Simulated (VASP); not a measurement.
# ZnS (P6_3mc) in VASP: notebook

ZnS is run at these levels: PBE; tasks: electric field gradients.

Program: VASP 6.6.1. These are calculated values, not measurements. Logs are shortened: lines on timing, memory, paths and dates and some standing lists are left out, and cuts for length are marked.

## 1. The cell of the first run

It takes space group P6_3mc (No. 186, hexagonal). Conventional cell: a = 3.734 Å, b = 3.734 Å, c = 6.108 Å, α = 90.00°, β = 90.00°, γ = 120.00°. Zn (site symmetry 3m) has 4 S at 2.27 to 2.35 Å within 3.0 Å. Within 3.0 Å of S (site symmetry 3m) lie 4 Zn at 2.27 to 2.35 Å.

## 2. Electric field gradients, PBE (18.44 Å³/atom)

Input file INCAR:

```
SYSTEM = ZnS
ALGO = Normal ; EDIFF = 1E-8
ENCUT = 520 ; GGA = PE
ISIF = 2 ; ISMEAR = -1
LASPH = .True. ; LCHARG = .False.
LEFG = .True. ; LREAL = .False.
LWAVE = .False. ; NBANDS = 26
NELM = 60 ; PREC = Accurate
SIGMA = 0.03
```

Input file KPOINTS:

```
k-points
0
Gamma
  8 8 5
  0 0 0
```

Input file POSCAR:

```
ZnS
1.0
    3.7338632646      0.0000000000      0.0000000000
   -1.8669316323      3.2336204414      0.0000000000
    0.0000000000      0.0000000000      6.1078223651
Zn S
2 2
Direct
    0.3333333333      0.6666666667      0.0000000000
    0.6666666667      0.3333333333      0.5000000000
    0.3333333333      0.6666666667      0.3850000000
    0.6666666667      0.3333333333      0.8850000000
```

Potentials or basis: VASP PAW PBE potentials, release 64 (Zn, S).

The run is started by

```bash
cat potpaw_PBE.64/Zn/POTCAR potpaw_PBE.64/S/POTCAR > POTCAR
mpirun -np 1 vasp_std > vasp.out
```

OUTCAR:

```text
SYSTEM = ZnS
   EDIFF = 1E-8
   ENCUT = 520
   GGA = PE
   ISIF = 2
   ISMEAR = -1
   LASPH = .True.
   LREAL = .False.
   NELM = 60
   PREC = Accurate

 ion  position               nearest neighbor table
   1  0.333  0.667  0.000-   4 2.27   4 2.27   4 2.27   3 2.35
   2  0.667  0.333  0.500-   3 2.27   3 2.27   3 2.27   4 2.35
   3  0.333  0.667  0.385-   2 2.27   2 2.27   2 2.27   1 2.35
   4  0.667  0.333  0.885-   1 2.27   1 2.27   1 2.27   2 2.35

  LATTYP: Found a hexagonal cell.
 ALAT       =     3.7338632646
 C/A-ratio  =     1.6357916539

  Lattice vectors:

 A1 = (   3.7338632646,   0.0000000000,   0.0000000000)
 A2 = (  -1.8669316323,   3.2336204414,   0.0000000000)
 A3 = (   0.0000000000,   0.0000000000,   6.1078223651)

Analysis of symmetry for initial positions (statically):
=====================================================================
 Subroutine PRICEL returns:
 Original cell was already a primitive cell.

 Routine SETGRP: Setting up the symmetry group for a
 hexagonal supercell.

 Subroutine GETGRP returns: Found 12 space group operations
 (whereof  6 operations were pure point group operations)
 out of a pool of 24 trial point group operations.

The static configuration has the point symmetry C_3v.
 The point group associated with its full space group is C_6v.

Analysis of symmetry for dynamics (positions and initial velocities):
=====================================================================
 Subroutine PRICEL returns:
 Original cell was already a primitive cell.

 Routine SETGRP: Setting up the symmetry group for a
 hexagonal supercell.

 Subroutine GETGRP returns: Found 12 space group operations
 (whereof  6 operations were pure point group operations)
 out of a pool of 24 trial point group operations.

The dynamic configuration has the point symmetry C_3v.
 The point group associated with its full space group is C_6v.

 Subroutine INISYM returns: Found 12 space group operations
 (whereof  6 operations are pure point group operations),
 and found     1 'primitive' translations

----------------------------------------------------------------------------------------

                                     Primitive cell

  volume of cell :      73.7452

  direct lattice vectors                    reciprocal lattice vectors
     3.733863265  0.000000000  0.000000000     0.267819127  0.154625445  0.000000000
    -1.866931632  3.233620441  0.000000000     0.000000000  0.309250890  0.000000000
     0.000000000  0.000000000  6.107822365     0.000000000  0.000000000  0.163724473

  length of vectors
     3.733863265  3.733863265  6.107822365     0.309250890  0.309250890  0.163724473

  position of ions in fractional coordinates (direct lattice)
     0.333333333  0.666666667  0.000000000
     0.666666667  0.333333333  0.500000000
     0.333333333  0.666666667  0.385000000
     0.666666667  0.333333333  0.885000000

  ion indices of the primitive-cell ions
   primitive index   ion index
                 1           1
                 2           2
                 3           3
                 4           4

----------------------------------------------------------------------------------------

 KPOINTS: k-points

Automatic generation of k-mesh.
 Grid dimensions read from file:
 generate k-points for:    8    8    5

 Generating k-lattice:

  Cartesian coordinates                     Fractional coordinates (reciprocal lattice)
     0.033477391  0.019328181  0.000000000     0.125000000  0.000000000  0.000000000
     0.000000000  0.038656361  0.000000000     0.000000000  0.125000000  0.000000000
     0.000000000  0.000000000  0.032744895     0.000000000  0.000000000  0.200000000

  Length of vectors
     0.038656361  0.038656361  0.032744895

  Shift w.r.t. Gamma in fractional coordinates (k-lattice)
     0.000000000  0.000000000  0.000000000

 Subroutine IBZKPT returns following result:
 ===========================================

 Found     30 irreducible k-points:

 Following reciprocal coordinates:
            Coordinates               Weight
  0.000000  0.000000  0.000000      1.000000
  0.125000 -0.000000  0.000000      6.000000
  0.250000 -0.000000  0.000000      6.000000
  0.375000  0.000000  0.000000      6.000000
  0.500000 -0.000000  0.000000      3.000000
  0.125000  0.125000  0.000000      6.000000
[... 16 lines left out ...]
  0.250000 -0.000000  0.400000     12.000000
  0.375000  0.000000  0.400000     12.000000
 [... further k-points ...]
   k-points           NKPTS =     30   k-points in BZ     NKDIM =     30   number of bands    NBANDS=     26
   number of dos      NEDOS =    301   number of ions     NIONS =      4
   total plane-waves  NPLWV =  37632
   dimension x,y,z NGX =    28 NGY =   28 NGZ =   48
   dimension x,y,z NGXF=    56 NGYF=   56 NGZF=   96
   ions per type =               2   2
   NGX,Y,Z   is equivalent  to a cutoff of  12.47, 12.47, 13.06 a.u.
   NGXF,Y,Z  is equivalent  to a cutoff of  24.93, 24.93, 26.13 a.u.
 SYSTEM =  ZnS
   PREC   = accura    normal or accurate (medium, high low for compatibility)
   ISTART =      0    job   : 0-new  1-cont  2-samecut
   ICHARG =      2    charge: 1-file 2-atom 10-const
   ISPIN  =      1    spin polarized calculation?
   LNONCOLLINEAR =      F non collinear calculations
   LSORBIT =      F    spin-orbit coupling
   LASPH  =      T    aspherical Exc in radial PAW
   ENCUT  =  520.0 eV  38.22 Ry    6.18 a.u.   6.94  6.94 11.36*2*pi/ulx,y,z
   NELM   =     60;   NELMIN=  2; NELMDL= -5     # of ELM steps
   EDIFF  = 0.1E-07   stopping-criterion for ELM
   LREAL  =      F    real-space projection
   EDIFFG = 0.1E-06   stopping-criterion for IOM
   NSW    =      0    number of steps for IOM
   IBRION =     -1    ionic relax: 0-MD 1-quasi-New 2-CG
   NFREE  =      0    steps in history (QN), initial steepest desc. (CG)
   ISIF   =      2    stress and relaxation
   ISYM   =      2    0-nonsym 1-usesym 2-fastsym
   POTIM  = 0.5000    time-step for ionic-motion
   TEBEG  =    0.0;   TEEND  =   0.0 temperature during run
   PSTRESS=    0.0 pullay stress
   NELECT =      36.0000    total number of electrons
   NUPDOWN=      -1.0000    fix difference up-down
   EMIN   =  10.00;   EMAX   =-10.00  energy-range for DOS
   EFERMI =   0.00;   METHOD = LEGACY
   ISMEAR =    -1;   SIGMA  =   0.03  broadening in eV -4-tet -1-fermi 0-gaus
   EFERMI_NEDOS =   21; number of points for ismear=-14 and -15
   IALGO  =     38    algorithm
   IMIX   =      4    mixing-type and parameters
     AMIX     =   0.40;   BMIX     =  1.00
     AMIX_MAG =   1.60;   BMIX_MAG =  1.00
  volume/ion in A,a.u.               =      18.44       124.41
  Fermi-wavevector in a.u.,A,eV,Ry     =   1.289034  2.435921 22.607559  1.661609
  Thomas-Fermi vector in A             =   2.420951
   LORBIT       =      0    0 simple, 1 ext, 2 COOP (PROOUT), +10 PAW based schemes
   GGA     = PE    functional components
   LHFCALC =     F    Hartree Fock is set to
   AEXX    =    0.0000 exact exchange contribution
   IVDW    =     0    specifies the selected vdW correction
   LEPSILON=     F    determine dielectric tensor
   LRPA    =     F    only Hartree local field effects (RPA)
 non-spin polarized calculation
  energy-cutoff  :      520.00
  volume of cell :       73.75
 maximum number of plane-waves:      2001
 NGX is ok and might be reduce to    28
   NGX = 13   NGY = 13   NGZ = 23

 number of electron      35.9999986 magnetization

 Free energy of the ion-electron system (eV)
  ---------------------------------------------------
  ext. energy  EPLUGINS =         0.00000000
  ---------------------------------------------------
  free energy    TOTEN  =       -13.50324825 eV

  energy without entropy =      -13.50324825  energy(sigma->0) =      -13.50324825

 E-fermi :   3.4166     XC(G=0):  -9.9438

 val. band max:        2.7537518632   @ k =   0.0000   0.0000   0.0000
 cond. band min:       5.2995476664   @ k =   0.0000   0.0000   0.0000
 fundamental gap:      2.5457958032
 Fermi energy:         3.4165959324

 k-point     1 :       0.0000    0.0000    0.0000
  band No.  band energies     occupation
      1     -10.8861      2.00000
      2      -9.8460      2.00000
      3      -3.8797      2.00000
      4      -3.8797      2.00000
      5      -3.8087      2.00000
      6      -3.8087      2.00000
[... 18 lines left out ...]
     25      10.4031      0.00000
     26      12.3859      0.00000

 k-point     2 :       0.1250   -0.0000    0.0000
  band No.  band energies     occupation
      1     -10.7683      2.00000
      2      -9.7775      2.00000
      3      -3.8939      2.00000
      4      -3.8510      2.00000
      5      -3.8034      2.00000
      6      -3.7718      2.00000
[... 18 lines left out ...]
     25      10.9249      0.00000
     26      11.5023      0.00000

 k-point     3 :       0.2500   -0.0000    0.0000
  band No.  band energies     occupation
      1     -10.4505      2.00000
      2      -9.6165      2.00000
      3      -3.9099      2.00000
      4      -3.7873      2.00000
      5      -3.7843      2.00000
      6      -3.6806      2.00000
[... 18 lines left out ...]
     25      11.3375      0.00000
     26      11.8462      0.00000

 k-point     4 :       0.3750    0.0000    0.0000
  band No.  band energies     occupation
      1     -10.0540      2.00000
      2      -9.4857      2.00000
      3      -3.8857      2.00000
      4      -3.7368      2.00000
      5      -3.7312      2.00000
      6      -3.5766      2.00000
[... 18 lines left out ...]
     25      11.7195      0.00000
     26      13.3641      0.00000
[... 496 lines left out ...]
      1     -10.4624      2.00000
      2     -10.1593      2.00000
      3      -3.8918      2.00000
      4      -3.8603      2.00000
      5      -3.8306      2.00000
      6      -3.8062      2.00000
[... 18 lines left out ...]
     25      10.1623      0.00000
     26      10.6691      0.00000

 k-point    23 :       0.2500   -0.0000    0.4000
  band No.  band energies     occupation
      1     -10.1836      2.00000
      2      -9.9267      2.00000
      3      -3.9181      2.00000
      4      -3.8754      2.00000
      5      -3.7545      2.00000
      6      -3.7206      2.00000
[... 18 lines left out ...]
     25      10.8746      0.00000
     26      11.3090      0.00000

 k-point    24 :       0.3750    0.0000    0.4000
  band No.  band energies     occupation
      1      -9.8583      2.00000
      2      -9.6817      2.00000
      3      -3.9084      2.00000
      4      -3.8627      2.00000
      5      -3.6838      2.00000
      6      -3.6339      2.00000
[... 18 lines left out ...]
     25      12.1568      0.00000
     26      12.3094      0.00000

 [... further k-points ...]

------------------------ aborting loop because EDIFF is reached ----------------------------------------

  FORCE on cell =-STRESS in cart. coord.  units (eV):
  Direction    XX          YY          ZZ          XY          YZ          ZX
  --------------------------------------------------------------------------------------
  -------------------------------------------------------------------------------------
  Total        4.1874704      4.1874704      2.7703125      0.0000000      0.0000000      0.0000000
  in kB       90.9763448     90.9763448     60.1873869      0.0000000      0.0000000      0.0000000
  external PRESSURE =      80.7133588 kB  Pullay stress =       0.0000000 kB

 VOLUME and BASIS-vectors are now :
 -----------------------------------------------------------------------------
  energy-cutoff  :      520.00
  volume of cell :       73.75
      direct lattice vectors                 reciprocal lattice vectors
     3.733863265  0.000000000  0.000000000     0.267819127  0.154625445  0.000000000
    -1.866931632  3.233620441  0.000000000     0.000000000  0.309250890  0.000000000
     0.000000000  0.000000000  6.107822365     0.000000000  0.000000000  0.163724473

 POSITION                                       TOTAL-FORCE (eV/Angst)
 -----------------------------------------------------------------------------------
     -0.00000      2.15575      0.00000        -0.000000      0.000000      0.402441
      1.86693      1.07787      3.05391         0.000000      0.000000      0.402441
     -0.00000      2.15575      2.35151         0.000000     -0.000000     -0.402441
      1.86693      1.07787      5.40542        -0.000000      0.000000     -0.402441
 -----------------------------------------------------------------------------------
    total drift:                               -0.000001     -0.000001      0.000529

  FREE ENERGIE OF THE ION-ELECTRON SYSTEM (eV)
  ---------------------------------------------------
  free  energy   TOTEN  =       -13.5032482468 eV

  energy  without entropy=      -13.5032482468  energy(sigma->0) =      -13.50324825

 Electric field gradients (V/A^2)
---------------------------------------------------------------------
 ion       V_xx      V_yy      V_zz      V_xy      V_xz      V_yz
---------------------------------------------------------------------
   1     -10.353   -10.349    20.702     0.004     0.000    -0.000
   2     -10.353   -10.349    20.702     0.004    -0.000     0.000
   3       2.205     2.205    -4.410     0.000    -0.000     0.000
   4       2.205     2.205    -4.410     0.000     0.000    -0.000
---------------------------------------------------------------------

 Electric field gradients after diagonalization (V/A^2)
 (convention: |V_zz| > |V_xx| > |V_yy|)
----------------------------------------------------------------------
 ion       V_xx      V_yy      V_zz     asymmetry (V_yy - V_xx)/ V_zz
----------------------------------------------------------------------
   1     -10.356   -10.346    20.702       0.000
   2     -10.356   -10.346    20.702       0.000
   3       2.205     2.205    -4.410       0.000
   4       2.205     2.205    -4.410       0.000
----------------------------------------------------------------------

           NMR quadrupolar parameters

 Cq : quadrupolar parameter    Cq=e*Q*V_zz/h
 eta: asymmetry parameters     (V_yy - V_xx)/ V_zz
 Q  : nuclear electric quadrupole moment in mb (millibarn)
----------------------------------------------------------------------
 ion       Cq(MHz)       eta       Q (mb)
----------------------------------------------------------------------
   1       0.050       0.000       1.000
   2       0.050       0.000       1.000
   3      -0.011       0.000       1.000
   4      -0.011       0.000       1.000
----------------------------------------------------------------------
```

Wall time 63 s (1 thread of AMD EPYC 7R43 (Zen 3), shared host); peak memory 0.17 GiB.

What came out:

```yaml
Free_energy: -13.5032 eV
Pressure: 8.1 GPa
Largest_force: 0.402 eV/Å
Band_gap_on_the_k_mesh: 2.55 eV
Largest_electric_field_gradient_by_atom: Zn +20.7; S -4.4 V/Å²
```

Forces in eV/Å, atoms in the order of the input:
```
Zn   0.000  0.000  0.402
Zn   0.000  0.000  0.402
S    0.000  0.000 -0.402
S    0.000  0.000 -0.402
```

Electric field gradients, principal values (V/Å²):
```csv
atom,least,middle,greatest (by size)
1 Zn,-10.346,-10.356,20.702
2 Zn,-10.346,-10.356,20.702
3 S,2.205,2.205,-4.410
4 S,2.205,2.205,-4.410
```

Caveat: the cell stands under pressure; without QUAD_EFG the Cq values of the log hold for a quadrupole moment of 1 mb, not for the nuclei.

(Part 1 of 3 ends here.)
